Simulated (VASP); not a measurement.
# Al3BiO: single point with PBE

Crystal: Al3BiO.

```xyz
5
Lattice="4.5032 0.0000 0.0000 0.0000 4.5032 0.0000 0.0000 0.0000 4.5032" Properties=species:S:1:pos:R:3 pbc="T T T"
Al    2.2516    0.0000    0.0000
Al    0.0000    2.2516    0.0000
Al    0.0000    0.0000    2.2516
Bi    2.2516    2.2516    2.2516
O     0.0000    0.0000    0.0000
```

```
Program             : VASP 6.6.1
Task                : single point
Functional          : PBE
Potentials or basis : VASP PAW PBE potentials, release 64 (Al, Bi_d, O)
Cutoff              : 520 eV
k mesh              : 4 × 4 × 4
Occupations         : gaussian, width 0.1 eV
Spin                : no spin polarisation
```

- Pressure: -0.3 GPa
- Band gap on the k mesh: zero (band 15 reaches 7.29 eV, above the bottom of band 16 at 5.70 eV)

Levels at points of the mesh, in eV from the Fermi level:
| k point | band 11 | band 12 | band 13 | band 14 | band 15 | band 16 | band 17 | band 18 | band 19 | band 20 |
| --- | --- | --- | --- | --- | --- | --- | --- | --- | --- | --- |
| (0.00, 0.00, 0.00) | -3.22 | -1.95 | -1.95 | -1.61 | -1.61 | -1.61 | 3.72 | 3.72 | 3.72 | 5.12 |
| (0.50, 0.00, 0.00) | -5.71 | -1.92 | -1.92 | -0.92 | -0.18 | 0.61 | 2.07 | 2.07 | 2.83 | 4.73 |
| (0.50, 0.50, 0.00) | -3.39 | -3.07 | -3.07 | -0.70 | -0.19 | 1.13 | 1.13 | 2.34 | 2.34 | 4.30 |
| (0.50, 0.50, 0.50) | -4.59 | -4.59 | -4.59 | -0.34 | -0.34 | -0.34 | 1.32 | 7.09 | 7.09 | 7.09 |

Run time: 48 s on 1 thread of Intel Xeon 6975P-C, with other jobs on the host, peak memory 0.21 GiB.

Caveat: spin-orbit coupling is left out, which moves the levels of the heavy elements.
